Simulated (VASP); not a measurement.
Input of a VASP 6.6.1 run:

The input INCAR:

```
SYSTEM = Ca
PREC     = Accurate       ! precision mode
ENCUT    = 600            ! plane-wave cutoff, eV
EDIFF    = 1E-6           ! SCF threshold, eV
ISMEAR   = -1             ! smearing method
SIGMA    = 0.08           ! smearing width, eV
LREAL    = .False.        ! projectors in reciprocal space
LASPH    = .True.         ! aspherical terms in the spheres
NELM     = 80             ! most SCF steps
ALGO     = Normal         ! electronic algorithm
ISIF     = 3              ! what is computed and relaxed
LWAVE    = .False.        ! write WAVECAR
LCHARG   = .False.        ! write CHGCAR
GGA      = PS             ! functional
IBRION   = 2              ! ionic algorithm
NSW      = 32             ! ionic steps
EDIFFG   = -0.005         ! ionic threshold
PSTRESS  = 3.5
```

KPOINTS

```
regular mesh
0
Gamma
  9 9 9
  0 0 0
```

The input POSCAR:

```
Ca
1.0
    0.0000000000      4.1098847311      4.1098847311
    4.1098847311      0.0000000000      4.1098847311
    4.1098847311      4.1098847311      0.0000000000
Ca
2
Direct
   -0.1250000000     -0.1250000000     -0.1250000000
    0.1250000000      0.1250000000      0.1250000000
```

Potentials or basis: VASP PAW PBE potentials, release 64 (Ca_sv).

Launch:

```bash
$ cat potpaw_PBE.64/Ca_sv/POTCAR > POTCAR
$ mpirun -np 1 vasp_std > vasp.out
```

(1) What does it give for the space group after relaxing (to 0.1 Å)?

(2) Estimate the relaxed cell.

Answers

(1) Fd-3m (No. 227).

(2) a = 5.822 Å, b = 5.822 Å, c = 5.822 Å, α = 60.00°, β = 60.00°, γ = 60.00°.

Caveat: the cell is relaxed towards a set pressure, so the run minimises the enthalpy, not the energy.
